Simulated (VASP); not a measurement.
A run of VASP 6.6.1:

File INCAR:

```
SYSTEM = Si
  PREC = Accurate
  ENCUT = 500
  EDIFF = 1E-6
  ISMEAR = 0
  SIGMA = 0.02
  LREAL = .False.
  LASPH = .True.
  NELM = 120
  ALGO = Normal
  ISIF = 2
  LWAVE = .False.
  LCHARG = .False.
  GGA = PS
  NBANDS = 11
  GGA_COMPAT = .False.
```

Contents of KPOINTS:

```
Automatic mesh
0
Gamma
  10 10 10
  0 0 0
```

File POSCAR:

```
Si
1.0
    0.0000000000      2.7168304308      2.7168304308
    2.7168304308      0.0000000000      2.7168304308
    2.7168304308      2.7168304308      0.0000000000
Si
2
Direct
    0.0000000000      0.0000000000      0.0000000000
    0.2500000000      0.2500000000      0.2500000000
```

Potentials or basis: VASP PAW PBE potentials, release 64 (Si).

Launch:

```sh
$ cat potpaw_PBE.64/Si/POTCAR > POTCAR
$ mpirun -np 1 vasp_std > vasp.out
```

Hardware: 1 thread of Intel(R) Xeon(R) Platinum 8488C (Sapphire Rapids), with other jobs on the host.

Q: Estimate the wall time of this run.

A: It took 13 s on 1 thread of Intel(R) Xeon(R) Platinum 8488C (Sapphire Rapids), with other jobs on the host, peak memory 0.15 GiB. Counts: scf iterations 11, k points 47.
